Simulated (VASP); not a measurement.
## FeS2: single point with PBEsol

FeS2:

```
CELL_PARAMETERS angstrom
4.36758 0.00000 0.00000
0.00000 5.33311 0.00000
0.00000 0.00000 3.34441
ATOMIC_POSITIONS crystal
Fe 0.50000 0.50000 0.50000
Fe 0.00000 0.00000 0.00000
S 0.29288 0.87441 0.50000
S 0.70712 0.12559 0.50000
S 0.20712 0.37441 0.00000
S 0.79288 0.62559 0.00000
```

```yaml
Program: VASP 6.6.1
Task: single point
Functional: PBEsol
Potentials_or_basis: VASP PAW PBE potentials, release 64 (Fe, S)
Cutoff: 600 eV
k_mesh: 6 × 4 × 8
Occupations: fermi-dirac, width 0.02 eV
Spin: no spin polarisation
Dipole_correction: no
Further_INCAR_settings: ALGO = Normal; EDIFF = 1e-06; NBANDS = 29
```

```yaml
Pressure: 0.6 GPa
Largest_force: 0.053 eV/Å
Band_gap_on_the_k_mesh: 0.93 eV (least direct gap 1.28 eV)
```

Forces in eV/Å, atoms in the order of the input:
```
Fe   0.000  0.000  0.000
Fe   0.000  0.000  0.000
S    0.046  0.026  0.000
S   -0.046 -0.026  0.000
S   -0.046  0.026  0.000
S    0.046 -0.026  0.000
```

Stress tensor (GPa, compression positive):
```
0.45 0.00 0.00
0.00 0.60 0.00
0.00 0.00 0.61
```

Levels at points of the mesh, in eV from the valence-band top:
```
           k point  band 17  band 18  band 19  band 20  band 21  band 22  band 23  band 24
(0.00, 0.00, 0.00)    -1.02    -0.85    -0.84    -0.49     1.12     1.51     2.86     3.26
(0.50, 0.00, 0.00)    -0.72    -0.72    -0.12    -0.12     1.91     1.91     1.96     1.96
(0.00, 0.50, 0.00)    -0.88    -0.88    -0.36    -0.36     1.14     1.14     2.60     2.60
(0.50, 0.50, 0.00)    -1.23    -1.23    -1.02    -1.02     1.51     1.51     2.14     2.14
(0.00, 0.00, 0.50)    -0.97    -0.97    -0.47    -0.47     1.60     1.60     1.81     1.81
(0.50, 0.00, 0.50)    -0.82    -0.82    -0.38    -0.38     1.58     1.58     1.97     1.97
(0.00, 0.50, 0.50)    -1.59    -1.59    -0.43    -0.43     0.93     0.93     2.36     2.36
(0.50, 0.50, 0.50)    -0.65    -0.65    -0.41    -0.41     1.63     1.63     2.22     2.22
```

It took 3.6 min on 1 thread of Oxide Virtual Turin-like Processor, on a shared host, peak memory 0.26 GiB.

Caveat: the PAW data sets were made with another functional, which shifts forces and pressure a little. Spin polarisation is off, so any magnetic state and its effect on volume and gap are missing.
